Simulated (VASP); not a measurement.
# Nb (Im-3m) in VASP: elastic constants with PBEsol

Aim: the elastic constants of Nb with PBEsol.

All numbers are computed with VASP 6.6.1; they aren't measurements. Logs are shortened: lines on timing, memory, paths and dates and some standing lists are left out, and cuts for length are marked.

### Step 1. The cell of the first run

It takes space group Im-3m (No. 229, cubic). Conventional cell: a = 3.275 Å, b = 3.275 Å, c = 3.275 Å, α = 90.00°, β = 90.00°, γ = 90.00°. Within 3.7 Å of Nb (site symmetry m-3m) lie 14 Nb at 2.84 to 3.27 Å.

### Step 2. Elastic constants, PBEsol

Input file INCAR:

```
PREC = Accurate
ENCUT = 600
EDIFF = 1E-8
ISMEAR = -1
SIGMA = 0.15
LREAL = F
LASPH = T
NELM = 80
ALGO = Normal
ISIF = 3
LWAVE = F
LCHARG = F
GGA = PS
NBANDS = 12
IBRION = 6
NFREE = 2
POTIM = 0.015
NSW = 1
```

Input file KPOINTS:

```
regular mesh
0
Gamma
  18 18 18
```

Input file POSCAR:

```
Nb
1.0
   -1.6374644737      1.6374644737      1.6374644737
    1.6374644737     -1.6374644737      1.6374644737
    1.6374644737      1.6374644737     -1.6374644737
Nb
1
Direct
    0.0000000000      0.0000000000      0.0000000000
```

Potentials or basis: VASP PAW PBE potentials, release 64 (Nb_sv).

The run is started by

```bash
$ cat potpaw_PBE.64/Nb_sv/POTCAR > POTCAR
$ mpirun -np 1 vasp_std > vasp.out
```

OUTCAR:

```text
PREC = Accurate
   ENCUT = 600
   EDIFF = 1E-8
   ISMEAR = -1
   LREAL = F
   LASPH = T
   NELM = 80
   ISIF = 3
   GGA = PS
   IBRION = 6
   NFREE = 2
   POTIM = 0.015
   NSW = 1

 ion  position               nearest neighbor table
   1  0.000  0.000  0.000-

  LATTYP: Found a body centered cubic cell.
 ALAT       =     3.2749289474

  Lattice vectors:

 A1 = (  -1.6374644737,   1.6374644737,   1.6374644737)
 A2 = (   1.6374644737,  -1.6374644737,   1.6374644737)
 A3 = (   1.6374644737,   1.6374644737,  -1.6374644737)

Analysis of symmetry for initial positions (statically):
=====================================================================
 Subroutine PRICEL returns:
 Original cell was already a primitive cell.

 Routine SETGRP: Setting up the symmetry group for a
 body centered cubic supercell.

 Subroutine GETGRP returns: Found 48 space group operations
 (whereof 48 operations were pure point group operations)
 out of a pool of 48 trial point group operations.

The static configuration has the point symmetry O_h .

Analysis of symmetry for dynamics (positions and initial velocities):
=====================================================================
 Subroutine PRICEL returns:
 Original cell was already a primitive cell.

 Routine SETGRP: Setting up the symmetry group for a
 body centered cubic supercell.

 Subroutine GETGRP returns: Found 48 space group operations
 (whereof 48 operations were pure point group operations)
 out of a pool of 48 trial point group operations.

The dynamic configuration has the point symmetry O_h .

 Subroutine INISYM returns: Found 48 space group operations
 (whereof 48 operations are pure point group operations),
 and found     1 'primitive' translations

----------------------------------------------------------------------------------------

                                     Primitive cell

  volume of cell :      17.5621

  direct lattice vectors                    reciprocal lattice vectors
    -1.637464474  1.637464474  1.637464474     0.000000000  0.305350136  0.305350136
     1.637464474 -1.637464474  1.637464474     0.305350136  0.000000000  0.305350136
     1.637464474  1.637464474 -1.637464474     0.305350136  0.305350136  0.000000000

  length of vectors
     2.836171664  2.836171664  2.836171664     0.431830304  0.431830304  0.431830304

  position of ions in fractional coordinates (direct lattice)
     0.000000000  0.000000000  0.000000000

  ion indices of the primitive-cell ions
   primitive index   ion index
                 1           1

----------------------------------------------------------------------------------------

 KPOINTS: regular mesh

Automatic generation of k-mesh.
 Grid dimensions read from file:
 generate k-points for:   18   18   18

 Generating k-lattice:

  Cartesian coordinates                     Fractional coordinates (reciprocal lattice)
     0.000000000  0.016963896  0.016963896     0.055555556  0.000000000  0.000000000
     0.016963896  0.000000000  0.016963896     0.000000000  0.055555556  0.000000000
     0.016963896  0.016963896  0.000000000     0.000000000  0.000000000  0.055555556

  Length of vectors
[... 98 lines left out ...]
  ---------------------------------------------------
  ext. energy  EPLUGINS =         0.00000000
  ---------------------------------------------------
  free energy    TOTEN  =       -11.00521443 eV

  energy without entropy =      -10.90670335  energy(sigma->0) =      -10.95595889

------------------------ aborting loop because EDIFF is reached ----------------------------------------

  FORCE on cell =-STRESS in cart. coord.  units (eV):
  Direction    XX          YY          ZZ          XY          YZ          ZX
  --------------------------------------------------------------------------------------
  -------------------------------------------------------------------------------------
  Total       -0.0275547     -0.0275547     -0.0275547     -0.0000000      0.0000000     -0.0000000
  in kB       -2.5137950     -2.5137950     -2.5137950     -0.0000000      0.0000000     -0.0000000
  external PRESSURE =      -2.5137950 kB  Pullay stress =       0.0000000 kB
[... 86 lines left out ...]
  FREE ENERGIE OF THE ION-ELECTRON SYSTEM (eV)
  ---------------------------------------------------
  free  energy   TOTEN  =       -11.0023028425 eV

  energy  without entropy=      -10.9053790345  energy(sigma->0) =      -10.95384094

[... ionic steps 4 to 12 ...]

--------------------------------------- Ionic step       13  -------------------------------------------

 number of electron      13.0000001 magnetization

------------------------ aborting loop because EDIFF is reached ----------------------------------------
[... 65 lines left out ...]
--------------------------------------- Ionic step       15  -------------------------------------------

 number of electron      13.0000001 magnetization

 Free energy of the ion-electron system (eV)
  ---------------------------------------------------
  ext. energy  EPLUGINS =         0.00000000
  ---------------------------------------------------
  free energy    TOTEN  =       -11.00521383 eV

  energy without entropy =      -10.90670274  energy(sigma->0) =      -10.95595829

 E-fermi :  11.4356     XC(G=0): -12.7607

 val. band max:       11.4112783347   @ k =   0.3333   0.2222  -0.0000
 cond. band min:      11.4405500740   @ k =   0.2778   0.0556   0.0556
 fundamental gap:      0.0292717393
 Fermi energy:        11.4355867891

 k-point     1 :       0.0000    0.0000    0.0000
  band No.  band energies     occupation
      1     -42.8345      2.00000
      2     -18.0934      2.00000
      3     -18.0934      2.00000
      4     -18.0934      2.00000
      5       5.3806      2.00000
      6      11.7600      0.20629
      7      11.7600      0.20629
      8      11.7600      0.20629
      9      14.7549      0.00000
     10      14.7549      0.00000
     11      25.6806      0.00000
     12      25.6806      0.00000
[... 331 lines left out ...]
 k-point    24 :       0.3889    0.1111   -0.0000
  band No.  band energies     occupation
      1     -42.5602      2.00000
      2     -19.4826      2.00000
      3     -18.6015      2.00000
      4     -18.1724      2.00000
      5       7.9576      2.00000
      6       9.8024      1.99996
      7      12.5851      0.00094
      8      14.6521      0.00000
      9      15.7827      0.00000
     10      18.3826      0.00000
     11      23.5913      0.00000
     12      24.1710      0.00000

 [... further k-points ...]

------------------------ aborting loop because EDIFF is reached ----------------------------------------

  FORCE on cell =-STRESS in cart. coord.  units (eV):
  Direction    XX          YY          ZZ          XY          YZ          ZX
  --------------------------------------------------------------------------------------
  -------------------------------------------------------------------------------------
  Total       -0.0275646     -0.0275646     -0.0275646      0.0000000     -0.0000000     -0.0000000
  in kB       -2.5147012     -2.5147012     -2.5147012      0.0000000     -0.0000000     -0.0000000
  external PRESSURE =      -2.5147012 kB  Pullay stress =       0.0000000 kB
[... 16 lines left out ...]
  FREE ENERGIE OF THE ION-ELECTRON SYSTEM (eV)
  ---------------------------------------------------
  free  energy   TOTEN  =       -11.0052138338 eV

  energy  without entropy=      -10.9067027421  energy(sigma->0) =      -10.95595829

 INTERNAL STRAIN TENSORS FROM STRAINED CELLS
 ============================================

 INTERNAL STRAIN TENSOR FOR ION    1 for displacements in x,y,z  (eV/Angst):
          X           Y           Z          XY          YZ          ZX
  --------------------------------------------------------------------------------
  x     0.00000    -0.00000     0.00000     0.00000    -0.00000     0.00000
  y    -0.00000    -0.00000     0.00000    -0.00000    -0.00000    -0.00000
  z    -0.00000     0.00000     0.00000     0.00000    -0.00000     0.00000

 INTERNAL STRAIN TENSORS FROM DISPLACED ATOMS
 ============================================

 INTERNAL STRAIN TENSOR FOR ION    1 for displacements in x,y,z  (eV/Angst):
          X           Y           Z          XY          YZ          ZX
  --------------------------------------------------------------------------------
  x     0.00000     0.00000     0.00000     0.00000     0.00000     0.00000
  y     0.00000     0.00000     0.00000     0.00000     0.00000     0.00000
  z     0.00000     0.00000     0.00000     0.00000     0.00000     0.00000

 Eigenvectors and eigenvalues of the dynamical matrix
 ----------------------------------------------------

   1 f/i=    0.000000 THz     0.000000 2PiTHz    0.000000 cm-1     0.000000 meV
             X         Y         Z           dx          dy          dz
      0.000000  0.000000  0.000000     1.000000    0.000000    0.000000

   2 f/i=    0.000000 THz     0.000000 2PiTHz    0.000000 cm-1     0.000000 meV
             X         Y         Z           dx          dy          dz
      0.000000  0.000000  0.000000     0.000000    1.000000    0.000000

   3 f/i=    0.000000 THz     0.000000 2PiTHz    0.000000 cm-1     0.000000 meV
             X         Y         Z           dx          dy          dz
      0.000000  0.000000  0.000000     0.000000    0.000000    1.000000

--------------------------------------------------------------------------------------------------------

 ELASTIC MODULI CONTR FROM IONIC RELAXATION (kBar)
 Direction    XX          YY          ZZ          XY          YZ          ZX
 --------------------------------------------------------------------------------
 XX           0.0000      0.0000      0.0000      0.0000      0.0000      0.0000
 YY           0.0000      0.0000      0.0000      0.0000      0.0000      0.0000
 ZZ           0.0000      0.0000      0.0000      0.0000      0.0000      0.0000
 XY           0.0000      0.0000      0.0000      0.0000      0.0000      0.0000
 YZ           0.0000      0.0000      0.0000      0.0000      0.0000      0.0000
 ZX           0.0000      0.0000      0.0000      0.0000      0.0000      0.0000
 --------------------------------------------------------------------------------

 TOTAL ELASTIC MODULI (kBar)
 Direction    XX          YY          ZZ          XY          YZ          ZX
 --------------------------------------------------------------------------------
 XX        2641.3151   1384.7699   1384.7699     -0.0000      0.0000      0.0000
 YY        1384.7699   2641.3151   1384.7699     -0.0000      0.0000      0.0000
 ZZ        1384.7699   1384.7699   2641.3151      0.0000     -0.0000      0.0000
 XY          -0.0000     -0.0000      0.0000    185.7342      0.0000      0.0000
 YZ           0.0000      0.0000     -0.0000      0.0000    185.7342      0.0000
 ZX           0.0000      0.0000      0.0000      0.0000      0.0000    185.7342
 --------------------------------------------------------------------------------
```

Run time: 42 min. Hardware: 1 thread of Intel Xeon 8259CL, shared host; peak memory 0.74 GiB.

Results:

* Elastic constants C11, C12, C44: 264, 138, 19 GPa
* Voigt bulk modulus: 180 GPa

Elastic tensor in Voigt notation (GPa, in the Cartesian axes of the cell as first typed):
```
264 138 138   0   0   0
138 264 138   0   0   0
138 138 264   0   0   0
  0   0   0  19   0   0
  0   0   0   0  19   0
  0   0   0   0   0  19
```

Clamped-ion elastic tensor (GPa):
```
264 138 138   0   0   0
138 264 138   0   0   0
138 138 264   0   0   0
  0   0   0  19   0   0
  0   0   0   0  19   0
  0   0   0   0   0  19
```

Caveat: the PAW data sets were made with another functional, which shifts forces and pressure a little.
